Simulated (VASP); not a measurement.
## KC: single point with PBE

Crystal: KC.

```xyz
4
Lattice="3.7784 -2.1839 0.0000 3.7784 2.1839 0.0000 -2.4837 0.0000 7.1228" Properties=species:S:1:pos:R:3 pbc="T T T"
K     1.9156   -1.1290    5.3421
K     3.1575    1.1290    1.7807
C     0.6474    1.0919    3.5614
C     1.8892   -1.0919    0.0000
```

| Property | Result |
| --- | --- |
| Program | VASP 6.6.1 |
| Task | single point |
| Functional | PBE |
| Potentials or basis | VASP PAW PBE potentials, release 64 (K_sv, C) |
| Cutoff | 520 eV |
| k mesh | 5 × 5 × 3 |
| Occupations | fermi-dirac, width 0.05 eV |
| Spin | no spin polarisation |

The pressure is -1.2 GPa. The largest force is 0.044 eV/Å. The band gap on the k mesh is zero (band 13 reaches -0.46 eV, above the bottom of band 14 at -0.76 eV).

Forces in eV/Å, atoms in the order of the input:
```
K    0.000  0.044  0.000
K    0.000 -0.044  0.000
C    0.000  0.000  0.000
C    0.000  0.000  0.000
```

Stress tensor (GPa, compression positive):
```
-1.03  0.00 -0.03
 0.00 -1.12  0.00
-0.03  0.00 -1.34
```

Levels at points of the mesh, in eV from the Fermi level:
| k point | band 10 | band 11 | band 12 | band 13 | band 14 | band 15 | band 16 | band 17 |
| --- | --- | --- | --- | --- | --- | --- | --- | --- |
| (0.00, 0.00, 0.00) | -8.02 | -1.09 | 0.09 | 0.09 | 0.57 | 0.57 | 0.58 | 3.59 |

Run time: 78 s on 1 thread of AMD EPYC 7R43 64-Core Processor (Zen 3), on a shared host, peak memory 0.2 GiB.
